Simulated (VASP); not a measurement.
Crystal: FePt.

```
CELL_PARAMETERS angstrom
2.72350 0.00000 0.00000
0.00000 2.72350 0.00000
0.00000 0.00000 3.72000
ATOMIC_POSITIONS crystal
Fe 0.00000 0.00000 0.00000
Pt 0.50000 0.50000 0.50000
```

Base run:

```yaml
Program: VASP 6.6.1
Functional: LDA
Potentials_or_basis: VASP PAW LDA potentials, release 64 (Fe, Pt)
Cutoff: 600 eV
k_mesh: 7 × 7 × 5
Occupations: gaussian, width 0.1 eV
Spin: collinear spin, ferromagnetic start
Starting_moments: "[3.69, 0.79] μB"
Fixed_moment: 4.2 μB
```

Its results: pressure -3.0 GPa; site moments Fe +3.32; Pt +0.76 μB.

Problem. After a change of settings the same cell gave: pressure -25.4 GPa; site moments Fe +1.06; Pt +0.03 μB. Which change was it?
A. fixed moment from 4.2 μB to 2.1 μB; moments at the start from [3.69, 0.79] to [2.28, 0.09]
B. fixed moment from 4.2 μB to 1.1 μB; moments at the start from [3.69, 0.79] to [1.2, 0.05]
C. fixed moment from 4.2 μB to 3.2 μB; moments at the start from [3.69, 0.79] to [3.16, 0.4]

Solution. B.

Caveats: the total moment is fixed, so each spin has its own Fermi level; the cell stands under tension (at least some runs).
